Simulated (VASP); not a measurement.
# BN (Cmm2) in VASP: a series of runs, part 2 of 2

VASP 6.6.1. Earlier steps stand in the parts before.

## Step 4: Single point, r2SCAN (atom 5 (N) moved +0.075 Å along Cartesian [0 0 1])

Contents of POSCAR:

```
BN
1.0
    3.6260020000      0.0000000000      0.0000000000
    0.0000000000     -3.6260020000      0.0000000000
    0.0000000000      0.0000000000     -3.6260020000
B N
4 4
Direct
    0.0000000000      0.5000000000      0.5000000000
    0.5000000000      0.0000000000      0.5000000000
    0.5000000000      0.5000000000      0.0000000000
    0.0000000000      0.0000000000      0.0000000000
    0.7500000000      0.7500000000      0.7293160622
    0.2500000000      0.2500000000      0.7500000000
    0.2500000000      0.7500000000      0.2500000000
    0.7500000000      0.2500000000      0.2500000000
```

Contents of INCAR.step1:

```
  PREC = Accurate
  ENCUT = 520
  ISMEAR = 0
  SIGMA = 0.05
  LREAL = False
  LASPH = True
  NELM = 100
  NBANDS = 26
  GGA = PE
  ALGO = Normal
  EDIFF = 1E-4
  LWAVE = True
  LCHARG = False
```

Contents of INCAR.step2:

```
  PREC = Accurate
  ENCUT = 520
  EDIFF = 1E-6
  ISMEAR = 0
  SIGMA = 0.05
  LREAL = False
  LASPH = True
  NELM = 100
  ALGO = Normal
  ISIF = 2
  LWAVE = False
  LCHARG = False
  METAGGA = R2SCAN
  LMIXTAU = True
  NBANDS = 26
  ISTART = 1
```

Contents of KPOINTS:

```
regular mesh
0
Gamma
  6 6 6
```

Potentials or basis: VASP PAW PBE potentials, release 64 (B, N).

Launch:

```bash
cat potpaw_PBE.64/B/POTCAR potpaw_PBE.64/N/POTCAR > POTCAR
cp INCAR.step1 INCAR
mpirun -np 1 vasp_std > vasp.out
cp INCAR.step2 INCAR
mpirun -np 1 vasp_std > vasp.out
```

OUTCAR:

```text
PREC = Accurate
   ENCUT = 520
   EDIFF = 1E-6
   ISMEAR = 0
   LREAL = False
   LASPH = True
   NELM = 100
   ISIF = 2
   METAGGA = R2SCAN
   ISTART = 1

 ion  position               nearest neighbor table
   1  0.000  0.500  0.500-   5 1.53   6 1.57   7 1.57   8 1.57
   2  0.500  0.000  0.500-   5 1.53   6 1.57   7 1.57   8 1.57
   3  0.500  0.500  0.000-   6 1.57   7 1.57   8 1.57   5 1.61
   4  0.000  0.000  0.000-   6 1.57   7 1.57   8 1.57   5 1.61
   5  0.750  0.750  0.729-   1 1.53   2 1.53   3 1.61   4 1.61
   6  0.250  0.250  0.750-   1 1.57   2 1.57   3 1.57   4 1.57
   7  0.250  0.750  0.250-   1 1.57   2 1.57   3 1.57   4 1.57
   8  0.750  0.250  0.250-   1 1.57   2 1.57   3 1.57   4 1.57

  LATTYP: Found a simple cubic cell.
 ALAT       =     3.6260020000

  Lattice vectors:

 A1 = (   3.6260020000,   0.0000000000,   0.0000000000)
 A2 = (   0.0000000000,  -3.6260020000,   0.0000000000)
 A3 = (   0.0000000000,   0.0000000000,  -3.6260020000)

Analysis of symmetry for initial positions (statically):
=====================================================================
[... 185 lines left out ...]

 E-fermi :   7.5835     XC(G=0): -13.5979

 val. band max:        7.3020310459   @ k =   0.0000   0.0000   0.0000
 cond. band min:      12.0757038105   @ k =   0.0000   0.0000   0.0000
 fundamental gap:      4.7736727646
 Fermi energy:         7.5835210706

 k-point     1 :       0.0000    0.0000    0.0000
  band No.  band energies     occupation
      1     -14.0599      2.00000
      2      -8.4167      2.00000
      3      -8.3977      2.00000
      4      -8.3886      2.00000
      5      -2.2059      2.00000
      6      -2.1113      2.00000
[... 685 lines left out ...]
     25      20.4170      0.00000
     26      20.6584      0.00000

 [... further k-points ...]
[... 5 lines left out ...]
  --------------------------------------------------------------------------------------
  -------------------------------------------------------------------------------------
  Total       -1.0211944     -1.0211944     -1.1624510      0.0393565      0.0000000      0.0000000
  in kB      -34.3190200    -34.3190200    -39.0661941      1.3226437      0.0000000      0.0000000
  external PRESSURE =     -35.9014114 kB  Pullay stress =       0.0000000 kB

 VOLUME and BASIS-vectors are now :
 -----------------------------------------------------------------------------
  energy-cutoff  :      520.00
  volume of cell :       47.67
      direct lattice vectors                 reciprocal lattice vectors
     3.626002000  0.000000000  0.000000000     0.275785838  0.000000000  0.000000000
     0.000000000 -3.626002000  0.000000000     0.000000000 -0.275785838  0.000000000
     0.000000000  0.000000000 -3.626002000     0.000000000  0.000000000 -0.275785838

 POSITION                                       TOTAL-FORCE (eV/Angst)
 -----------------------------------------------------------------------------------
      0.00000     -1.81300     -1.81300         0.153761      0.153761      0.484839
      1.81300      0.00000     -1.81300        -0.153761     -0.153761      0.484839
      1.81300     -1.81300      0.00000         0.074336     -0.074336      0.396796
      0.00000      0.00000      0.00000        -0.074336      0.074336      0.396796
      2.71950     -2.71950     -2.64450         0.000000      0.000000     -2.674874
      0.90650     -0.90650     -2.71950         0.000000      0.000000     -0.182736
      0.90650     -2.71950     -0.90650         0.000000      0.000000      0.547170
      2.71950     -0.90650     -0.90650         0.000000      0.000000      0.547170
 -----------------------------------------------------------------------------------
    total drift:                                0.000000     -0.000000      0.000104

  FREE ENERGIE OF THE ION-ELECTRON SYSTEM (eV)
  ---------------------------------------------------
  free  energy   TOTEN  =       -76.5812446995 eV

  energy  without entropy=      -76.5812446995  energy(sigma->0) =      -76.58124470
```

Run time: 4.5 min. Hardware: 1 thread of Intel Xeon Platinum 8175M at 2.50GHz (Skylake/Cascade Lake), shared host; peak memory 0.18 GiB.

Results:

* Free energy: -76.5812 eV
* Pressure: -3.6 GPa
* Largest force: 2.675 eV/Å
* Band gap on the k mesh: 4.77 eV

Forces in eV/Å, atoms in the order of the input:
```
B    0.154  0.154  0.485
B   -0.154 -0.154  0.485
B    0.074 -0.074  0.397
B   -0.074  0.074  0.397
N    0.000  0.000 -2.675
N    0.000  0.000 -0.183
N    0.000  0.000  0.547
N    0.000  0.000  0.547
```

Stress tensor (GPa, compression positive):
```
-3.43  0.13  0.00
 0.13 -3.43  0.00
 0.00  0.00 -3.91
```

Levels at points of the mesh, in eV from the valence-band top:
| k point | band 14 | band 15 | band 16 | band 17 | band 18 | band 19 |
| --- | --- | --- | --- | --- | --- | --- |
| (0.00, 0.00, 0.00) | -0.34 | -0.18 | 0.00 | 4.77 | 4.80 | 4.81 |
| (0.50, 0.00, 0.00) | -3.26 | -3.24 | -3.20 | 7.17 | 7.19 | 10.05 |
| (0.00, 0.00, 0.50) | -3.33 | -3.20 | -2.99 | 7.17 | 7.23 | 10.08 |
| (0.50, 0.50, 0.00) | -2.33 | -2.32 | -2.06 | 10.05 | 10.16 | 10.20 |
| (0.00, 0.50, 0.50) | -2.32 | -2.29 | -2.15 | 9.93 | 10.00 | 10.32 |
| (0.50, 0.50, 0.50) | -2.16 | -2.04 | -1.81 | 10.28 | 10.36 | 10.46 |

Caveat: the cell differs from its parent crystal (atom 5 (N) moved +0.075 Å along Cartesian [0 0 1]); the PAW data sets were made with another functional, which shifts forces and pressure a little. A k mesh can miss the band edges.

## Step 5: Single point, r2SCAN (atom 5 (N) moved +0.025 Å along Cartesian [0 0 1])

POSCAR: that of step 4 with these lines changed.

```diff
@@ -12,3 +12,3 @@
     0.0000000000      0.0000000000      0.0000000000
-    0.7500000000      0.7500000000      0.7293160622
+    0.7500000000      0.7500000000      0.7431053541
     0.2500000000      0.2500000000      0.7500000000
```

Contents of INCAR.step1:

```
SYSTEM = BN
PREC = Accurate
ENCUT = 520
ISMEAR = 0
SIGMA = 0.05
LREAL = .False.
LASPH = .True.
NELM = 60
NBANDS = 26
GGA = PE
ALGO = Normal
EDIFF = 1E-4
LWAVE = .True.
LCHARG = .False.
```

Contents of INCAR.step2:

```
SYSTEM = BN
PREC = Accurate
ENCUT = 520
EDIFF = 1E-7
ISMEAR = 0
SIGMA = 0.05
LREAL = .False.
LASPH = .True.
NELM = 60
ALGO = Normal
ISIF = 2
LWAVE = .False.
LCHARG = .False.
METAGGA = R2SCAN
LMIXTAU = .True.
NBANDS = 26
ISTART = 1
```

Contents of KPOINTS:

```
regular mesh
0
Gamma
  6 6 6
  0 0 0
```

Potentials or basis: VASP PAW PBE potentials, release 64 (B, N).

Launch:

```bash
cat potpaw_PBE.64/B/POTCAR potpaw_PBE.64/N/POTCAR > POTCAR
cp INCAR.step1 INCAR
mpirun -np 1 vasp_std > vasp.out
cp INCAR.step2 INCAR
mpirun -np 1 vasp_std > vasp.out
```

OUTCAR:

```text
SYSTEM = BN
   PREC = Accurate
   ENCUT = 520
   EDIFF = 1E-7
   ISMEAR = 0
   LREAL = .False.
   LASPH = .True.
   NELM = 60
   ISIF = 2
   METAGGA = R2SCAN
   ISTART = 1

 ion  position               nearest neighbor table
   1  0.000  0.500  0.500-   5 1.56   6 1.57   7 1.57   8 1.57
   2  0.500  0.000  0.500-   5 1.56   6 1.57   7 1.57   8 1.57
   3  0.500  0.500  0.000-   6 1.57   7 1.57   8 1.57   5 1.58
   4  0.000  0.000  0.000-   6 1.57   7 1.57   8 1.57   5 1.58
   5  0.750  0.750  0.743-   1 1.56   2 1.56   3 1.58   4 1.58
   6  0.250  0.250  0.750-   1 1.57   2 1.57   3 1.57   4 1.57
   7  0.250  0.750  0.250-   1 1.57   2 1.57   3 1.57   4 1.57
   8  0.750  0.250  0.250-   1 1.57   2 1.57   3 1.57   4 1.57

  LATTYP: Found a simple cubic cell.
 ALAT       =     3.6260020000

  Lattice vectors:

 A1 = (   3.6260020000,   0.0000000000,   0.0000000000)
 A2 = (   0.0000000000,  -3.6260020000,   0.0000000000)
 A3 = (   0.0000000000,   0.0000000000,  -3.6260020000)

Analysis of symmetry for initial positions (statically):
=====================================================================
 Subroutine PRICEL returns:
 Original cell was already a primitive cell.

 Routine SETGRP: Setting up the symmetry group for a
 simple cubic supercell.

 Subroutine GETGRP returns: Found  4 space group operations
 (whereof  2 operations were pure point group operations)
 out of a pool of 48 trial point group operations.

The static configuration has the point symmetry C_1h.
 The point group associated with its full space group is C_2v.

Analysis of symmetry for dynamics (positions and initial velocities):
=====================================================================
 Subroutine PRICEL returns:
 Original cell was already a primitive cell.

 Routine SETGRP: Setting up the symmetry group for a
 simple cubic supercell.

 Subroutine GETGRP returns: Found  4 space group operations
 (whereof  2 operations were pure point group operations)
 out of a pool of 48 trial point group operations.

The dynamic configuration has the point symmetry C_1h.
 The point group associated with its full space group is C_2v.

 Subroutine INISYM returns: Found  4 space group operations
 (whereof  2 operations are pure point group operations),
 and found     1 'primitive' translations

----------------------------------------------------------------------------------------

                                     Primitive cell

  volume of cell :      47.6743

  direct lattice vectors                    reciprocal lattice vectors
     3.626002000  0.000000000  0.000000000     0.275785838  0.000000000  0.000000000
     0.000000000 -3.626002000  0.000000000     0.000000000 -0.275785838  0.000000000
     0.000000000  0.000000000 -3.626002000     0.000000000  0.000000000 -0.275785838

  length of vectors
     3.626002000  3.626002000  3.626002000     0.275785838  0.275785838  0.275785838

  position of ions in fractional coordinates (direct lattice)
     0.000000000  0.500000000  0.500000000
     0.500000000  0.000000000  0.500000000
     0.500000000  0.500000000  0.000000000
     0.000000000  0.000000000  0.000000000
[... 38 lines left out ...]
 ===========================================

 Found     52 irreducible k-points:

 Following reciprocal coordinates:
            Coordinates               Weight
  0.000000  0.000000  0.000000      1.000000
  0.166667  0.000000  0.000000      4.000000
  0.000000  0.000000  0.166667      2.000000
  0.333333  0.000000  0.000000      4.000000
  0.000000  0.000000  0.333333      2.000000
  0.500000  0.000000  0.000000      2.000000
[... 16 lines left out ...]
  0.333333  0.000000  0.500000      4.000000
  0.500000  0.500000  0.000000      1.000000
 [... further k-points ...]
   k-points           NKPTS =     52   k-points in BZ     NKDIM =     52   number of bands    NBANDS=     26
   number of dos      NEDOS =    301   number of ions     NIONS =      8
   total plane-waves  NPLWV =  21952
   dimension x,y,z NGX =    28 NGY =   28 NGZ =   28
   dimension x,y,z NGXF=    56 NGYF=   56 NGZF=   56
   ions per type =               4   4
   NGX,Y,Z   is equivalent  to a cutoff of  12.84, 12.84, 12.84 a.u.
   NGXF,Y,Z  is equivalent  to a cutoff of  25.68, 25.68, 25.68 a.u.
 SYSTEM =  BN
   PREC   = accura    normal or accurate (medium, high low for compatibility)
   ISTART =      1    job   : 0-new  1-cont  2-samecut
   ICHARG =      0    charge: 1-file 2-atom 10-const
   ISPIN  =      1    spin polarized calculation?
   LNONCOLLINEAR =      F non collinear calculations
   LSORBIT =      F    spin-orbit coupling
   LASPH  =      T    aspherical Exc in radial PAW
   ENCUT  =  520.0 eV  38.22 Ry    6.18 a.u.   6.74  6.74  6.74*2*pi/ulx,y,z
   NELM   =     60;   NELMIN=  2; NELMDL=  0     # of ELM steps
   EDIFF  = 0.1E-06   stopping-criterion for ELM
   LREAL  =      F    real-space projection
   EDIFFG = 0.1E-05   stopping-criterion for IOM
   NSW    =      0    number of steps for IOM
   IBRION =     -1    ionic relax: 0-MD 1-quasi-New 2-CG
   NFREE  =      0    steps in history (QN), initial steepest desc. (CG)
   ISIF   =      2    stress and relaxation
   ISYM   =      2    0-nonsym 1-usesym 2-fastsym
   POTIM  = 0.5000    time-step for ionic-motion
   TEBEG  =    0.0;   TEEND  =   0.0 temperature during run
   PSTRESS=    0.0 pullay stress
   NELECT =      32.0000    total number of electrons
   NUPDOWN=      -1.0000    fix difference up-down
   EMIN   =  10.00;   EMAX   =-10.00  energy-range for DOS
   EFERMI =   0.00;   METHOD = LEGACY
   ISMEAR =     0;   SIGMA  =   0.05  broadening in eV -4-tet -1-fermi 0-gaus
   EFERMI_NEDOS =   21; number of points for ismear=-14 and -15
   IALGO  =     38    algorithm
   IMIX   =      4    mixing-type and parameters
     AMIX     =   0.40;   BMIX     =  1.00
     AMIX_MAG =   1.60;   BMIX_MAG =  1.00
  volume/ion in A,a.u.               =       5.96        40.22
  Fermi-wavevector in a.u.,A,eV,Ry     =   1.433387  2.708709 27.954506  2.054598
  Thomas-Fermi vector in A             =   2.552911
   LORBIT       =      0    0 simple, 1 ext, 2 COOP (PROOUT), +10 PAW based schemes
   METAGGA = R2SCAN    functional components
   LHFCALC =     F    Hartree Fock is set to
   AEXX    =    0.0000 exact exchange contribution
   IVDW    =     0    specifies the selected vdW correction
   LEPSILON=     F    determine dielectric tensor
   LRPA    =     F    only Hartree local field effects (RPA)
 non-spin polarized calculation
 Gauss-broadening in eV      SIGMA  =   0.05
  energy-cutoff  :      520.00
  volume of cell :       47.67
 maximum number of plane-waves:      1328
   NGX = 13   NGY = 13   NGZ = 13

 number of electron      31.9999996 magnetization

 Free energy of the ion-electron system (eV)
  ---------------------------------------------------
  ext. energy  EPLUGINS =         0.00000000
  ---------------------------------------------------
  free energy    TOTEN  =       -76.67058160 eV

  energy without entropy =      -76.67058160  energy(sigma->0) =      -76.67058160

 E-fermi :   7.4991     XC(G=0): -13.5980

 val. band max:        7.1883007584   @ k =   0.0000   0.0000   0.0000
 cond. band min:      12.0932940824   @ k =   0.0000   0.0000   0.0000
 fundamental gap:      4.9049933241
 Fermi energy:         7.4991017711

 k-point     1 :       0.0000    0.0000    0.0000
  band No.  band energies     occupation
      1     -14.0556      2.00000
      2      -8.3992      2.00000
      3      -8.3970      2.00000
      4      -8.3960      2.00000
      5      -2.1518      2.00000
      6      -2.1260      2.00000
[... 685 lines left out ...]
     25      20.6989      0.00000
     26      20.7773      0.00000

 [... further k-points ...]
[... 5 lines left out ...]
  --------------------------------------------------------------------------------------
  -------------------------------------------------------------------------------------
  Total       -1.1985881     -1.1985881     -1.2141124      0.0104013     -0.0000000      0.0000000
  in kB      -40.2806452    -40.2806452    -40.8023664      0.3495532     -0.0000000      0.0000000
  external PRESSURE =     -40.4545523 kB  Pullay stress =       0.0000000 kB

 VOLUME and BASIS-vectors are now :
 -----------------------------------------------------------------------------
  energy-cutoff  :      520.00
  volume of cell :       47.67
      direct lattice vectors                 reciprocal lattice vectors
     3.626002000  0.000000000  0.000000000     0.275785838  0.000000000  0.000000000
     0.000000000 -3.626002000  0.000000000     0.000000000 -0.275785838  0.000000000
     0.000000000  0.000000000 -3.626002000     0.000000000  0.000000000 -0.275785838

 POSITION                                       TOTAL-FORCE (eV/Angst)
 -----------------------------------------------------------------------------------
      0.00000     -1.81300     -1.81300         0.042093      0.042093      0.152873
      1.81300      0.00000     -1.81300        -0.042093     -0.042093      0.152873
      1.81300     -1.81300      0.00000         0.033241     -0.033241      0.143014
      0.00000      0.00000      0.00000        -0.033241      0.033241      0.143014
      2.71950     -2.71950     -2.69450         0.000000      0.000000     -0.895137
      0.90650     -0.90650     -2.71950         0.000000      0.000000     -0.061137
      0.90650     -2.71950     -0.90650         0.000000      0.000000      0.182250
      2.71950     -0.90650     -0.90650         0.000000      0.000000      0.182250
 -----------------------------------------------------------------------------------
    total drift:                                0.000000     -0.000000     -0.000014

  FREE ENERGIE OF THE ION-ELECTRON SYSTEM (eV)
  ---------------------------------------------------
  free  energy   TOTEN  =       -76.6705815993 eV

  energy  without entropy=      -76.6705815993  energy(sigma->0) =      -76.67058160
```

Run time: 5.1 min. Hardware: 1 thread of Intel Xeon Platinum 8175M at 2.50GHz (Skylake/Cascade Lake), shared host; peak memory 0.18 GiB.

Results:

| Quantity | Value |
| --- | --- |
| Free energy | -76.6706 eV |
| Pressure | -4.0 GPa |
| Largest force | 0.895 eV/Å |
| Band gap on the k mesh | 4.91 eV |

Forces on the atoms (eV/Å):
```
B    0.042  0.042  0.153
B   -0.042 -0.042  0.153
B    0.033 -0.033  0.143
B   -0.033  0.033  0.143
N    0.000  0.000 -0.895
N    0.000  0.000 -0.061
N    0.000  0.000  0.182
N    0.000  0.000  0.182
```

Levels at points of the mesh, in eV from the valence-band top:
```tsv
k point	band 14	band 15	band 16	band 17	band 18	band 19
(0.00, 0.00, 0.00)	-0.12	-0.06	0.00	4.90	4.91	4.91
(0.50, 0.00, 0.00)	-3.15	-3.15	-3.14	7.32	7.32	10.23
(0.00, 0.00, 0.50)	-3.17	-3.13	-3.06	7.31	7.33	10.23
(0.50, 0.50, 0.00)	-2.21	-2.21	-2.12	10.27	10.31	10.33
(0.00, 0.50, 0.50)	-2.21	-2.20	-2.16	10.24	10.27	10.37
(0.50, 0.50, 0.50)	-2.05	-2.02	-1.93	10.58	10.59	10.60
```

Caveat: the cell differs from its parent crystal (atom 5 (N) moved +0.025 Å along Cartesian [0 0 1]); the PAW data sets were made with another functional, which shifts forces and pressure a little.
